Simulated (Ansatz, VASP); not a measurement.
## Hg in VASP and in Ansatz

Contents of INCAR:

```
ALGO = Normal
EDIFF = 1E-6
ENCUT = 550
GGA = PE
GGA_COMPAT = F
ISIF = 2
ISMEAR = -1
LASPH = T
LCHARG = F
LREAL = F
LWAVE = F
NBANDS = 37
NELM = 120
PREC = Accurate
SIGMA = 0.05
```

KPOINTS

```
k-points
0
Gamma
  7 7 7
```

POSCAR

```
Hg
1.0
    4.5400000000      0.0000000000      0.0000000000
   -2.2700000000      3.9317553332      0.0000000000
    0.0000000000      0.0000000000      3.8700000000
Hg
3
Direct
    0.6666666667      0.3333333333      0.5000000000
    0.0000000000      0.0000000000      0.0000000000
    0.3333333333      0.6666666667      0.5000000000
```

The input input.yaml:

```yaml
crystal:
  lattice:
    - [4.54, 0.0, 0.0]
    - [-2.27, 3.9317553332, 0.0]
    - [0.0, 0.0, 3.87]
  atoms:
    - { symbol: Hg, position: [0.6666666667, 0.3333333333, 0.5] }
    - { symbol: Hg, position: [0.0, 0.0, 0.0] }
    - { symbol: Hg, position: [0.3333333333, 0.6666666667, 0.5] }
hamiltonian:
  xc: pbe
  pseudopotentials: { kind: paw }
kpoints:
  mp_grid: { grid: [7, 7, 7] }
scf:
  occupations: { method: fermi_dirac, width: 0.05 }
output:
  forces: true
  stress: true
  eigenvalues: true
```

Alike in both runs: task single point; functional PBE; k mesh 7 × 7 × 7; occupations fermi-dirac, width 0.05 eV; no spin polarisation.

```csv
,VASP,Ansatz
version,VASP 6.6.1,Ansatz 0.2.0
potentials or method,"VASP PAW PBE potentials, release 64 (Hg_sv_GW)",Ansatz PAW
plane-wave cutoff (eV),550,420
valence electrons in the cell,60,60
```

VASP gave:

| Item | Value |
| --- | --- |
| gap on the k mesh at the Fermi level (eV) | none |
| pressure (GPa) | 12.5 |
| traceless stress, the component that is largest in VASP (GPa) | -8.87 |

Problem. Estimate Ansatz's values.

Solution. gap on the k mesh at the Fermi level (eV): none; pressure (GPa): 12.8; traceless stress, the component that is largest in VASP (GPa): -8.80.

A gap of «none» marks a metal or a gap that the smearing closes. The functional is the same, so the differences come from potentials, cutoffs and numerics.

Spin-orbit coupling is off throughout.
